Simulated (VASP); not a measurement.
A run of VASP 6.6.1 is set up as follows.

The input INCAR:

```
SYSTEM = BaTiO3
  PREC = Accurate
  ENCUT = 1340
  EDIFF = 1E-6
  ISMEAR = -1
  SIGMA = 0.02
  LREAL = .False.
  LASPH = .True.
  NELM = 120
  ALGO = Normal
  ISIF = 2
  LWAVE = .False.
  LCHARG = .True.
  LELF = .True.
  LVHAR = .True.
  NBANDS = 28
  GGA_COMPAT = .False.
```

File KPOINTS:

```
Automatic mesh
0
Gamma
  6 6 6
  0 0 0
```

Contents of POSCAR:

```
BaTiO3
1.0
    4.0060000000      0.0000000000      0.0000000000
    0.0000000000      4.0060000000      0.0000000000
    0.0000000000      0.0000000000      3.8057000000
Ba Ti O
1 1 3
Direct
    0.5000000000      0.5000000000      0.5000000000
    0.0000000000      0.0000000000      0.0000000000
    0.5000000000      0.0000000000      0.0000000000
    0.0000000000      0.5000000000      0.0000000000
    0.0000000000      0.0000000000      0.5000000000
```

Potentials or basis: VASP PAW LDA potentials, release 64 (Ba_sv, Ti_sv, O_h).

Run with:

```bash
$ cat potpaw_LDA.64/Ba_sv/POTCAR potpaw_LDA.64/Ti_sv/POTCAR potpaw_LDA.64/O_h/POTCAR > POTCAR
$ mpirun -np 1 vasp_std > vasp.out
```

(1) What does it give for the band gap on the k mesh?

(2) Estimate the pressure.

## Answers

(1) 1.62 eV (least direct gap 1.72 eV).

(2) 2.5 GPa.

Caveat: the stress differs along the axes, from -2 to 11 GPa; spin-orbit coupling is left out, which moves the levels of the heavy elements.
